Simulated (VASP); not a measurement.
Input of a VASP 6.6.1 run:

Contents of INCAR:

```
SYSTEM = SrTiO3
ALGO = Normal
EDIFF = 1E-6
ENCUT = 520
GGA = PE
ISIF = 2
ISMEAR = 0
LASPH = .True.
LCHARG = .False.
LREAL = .False.
LWAVE = .False.
NBANDS = 28
NELM = 80
PREC = Accurate
SIGMA = 0.01
```

The input KPOINTS:

```
k-points
0
Gamma
  4 4 4
  0 0 0
```

POSCAR

```
SrTiO3
1.0
    3.9068515029      0.0000000000      0.0000000000
    0.0000000000      3.9068515029      0.0000000000
    0.0000000000      0.0000000000      3.9068515029
Sr Ti O
1 1 3
Direct
    0.0000000000      0.0000000000      0.0000000000
    0.5000000000      0.5000000000      0.5000000000
    0.5000000000      0.0000000000      0.5000000000
    0.5000000000      0.5000000000      0.0000000000
    0.0000000000      0.5000000000      0.5000000000
```

Potentials or basis: VASP PAW PBE potentials, release 64 (Sr_sv, Ti_sv, O).

Command:

```sh
$ cat potpaw_PBE.64/Sr_sv/POTCAR potpaw_PBE.64/Ti_sv/POTCAR potpaw_PBE.64/O/POTCAR > POTCAR
$ mpirun -np 1 vasp_std > vasp.out
```

Q: Predict the band gap on the k mesh.

A: 1.83 eV, indirect (least direct gap 2.19 eV).

Q: Estimate the pressure.

A: 4.7 GPa.

A k mesh can miss the band edges. As with any semilocal functional, this PBE gap is likely too small.
